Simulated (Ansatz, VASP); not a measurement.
YbBi: VASP beside Ansatz

Contents of INCAR:

```
SYSTEM = YbBi
PREC     = Accurate       ! precision mode
ENCUT    = 520            ! plane-wave cutoff, eV
EDIFF    = 1E-6           ! SCF threshold, eV
ISMEAR   = 0              ! smearing method
SIGMA    = 0.05           ! smearing width, eV
LREAL    = .False.        ! projectors in reciprocal space
LASPH    = .True.         ! aspherical terms in the spheres
NELM     = 150            ! most SCF steps
ALGO     = Normal         ! electronic algorithm
ISIF     = 2              ! what is computed and relaxed
LWAVE    = .False.        ! write WAVECAR
LCHARG   = .False.        ! write CHGCAR
ISPIN    = 2              ! spin polarisation
MAGMOM   = 0.05 0         ! initial moments
LORBIT   = 11             ! projections on sites
LMAXMIX  = 6              ! l up to which the mixer works
LDAU     = .True.         ! DFT+U
LDAUTYPE = 2            
LDAUL    = 3 -1           ! shell
LDAUU    = 6 0            ! U, eV
LDAUJ    = 0 0          
LDAUPRINT= 1            
GGA      = PE             ! functional
NBANDS   = 30             ! bands
```

Contents of KPOINTS:

```
Automatic mesh
0
Gamma
  8 8 8
  0 0 0
```

Contents of POSCAR:

```
YbBi
1.0
    3.9782629517      0.0000000000      0.0000000000
    0.0000000000      3.9782629517      0.0000000000
    0.0000000000      0.0000000000      3.9782629517
Yb Bi
1 1
Direct
    0.0000000000      0.0000000000      0.0000000000
    0.5000000000      0.5125682994      0.5000000000
```

Input for Ansatz:

```yaml
crystal:
  lattice:
    - [3.9782629517, 0.0, 0.0]
    - [0.0, 3.9782629517, 0.0]
    - [0.0, 0.0, 3.9782629517]
  atoms:
    - { symbol: Yb, position: [0.0, 0.0, 0.0], spin: 0.05 }
    - { symbol: Bi, position: [0.5, 0.5125682994, 0.5] }
basis:
  ecutwfc: 420
  ecutrho_ratio: 4
kpoints:
  mp_grid: { grid: [8, 8, 8] }
hamiltonian:
  xc: pbe
  hubbard: { sites: [{ species: Yb, l: f, u_eff: 6.0 }] }
scf:
  occupations: { method: gaussian, width: 0.05 }
  lower_state_search: "off"
output:
  forces: true
  stress: true
  eigenvalues: true
  populations: true
  hubbard: { sites: [{ species: Yb, l: f }] }
  write_density: true
  write_potential: true
  elf: true
  volumetric_format: npy
magnetization:
  spin_polarized: true
checkpoint:
  read: start.run
  write: ck
  compress: false
  write_wavefunctions: false
  write_every: 100000
```

Alike in both runs: task single point; functional PBE; k mesh 8 × 8 × 8; occupations gaussian, width 0.05 eV; collinear spin; Hubbard terms Yb f U = 6.0 eV.

|  | VASP | Ansatz |
| --- | --- | --- |
| version | VASP 6.6.1 | Ansatz 0.2.0 |
| potentials or method | VASP PAW PBE potentials, release 64 (Yb, Bi_d), cutoff 520 eV | scalar-relativistic, plane waves, PAW |
| valence electrons in the cell | 39 | 39 |

|  | VASP | Ansatz | Ansatz less VASP |
| --- | --- | --- | --- |
| gap on the k mesh at the Fermi level (eV) | none | none | - |
| pressure (GPa) | 0.3 | 0.0 | -0.31 |
| rms of the force components (eV/Å) | 0.058 | 0.060 | +0.0020 |
| net moment per atom (μB) | 0.00 | 0.00 | 0.000 |

The programs project onto different local orbitals, so the same U acts differently, and such runs can settle in different states. Atom by atom the forces differ by 0.002 eV/Å (rms over components). A gap of «none» marks a metal or a gap that the smearing closes. Ansatz's warnings: filled band counts differ across k points, seeded moment not kept.

Neither program's run includes spin-orbit coupling.
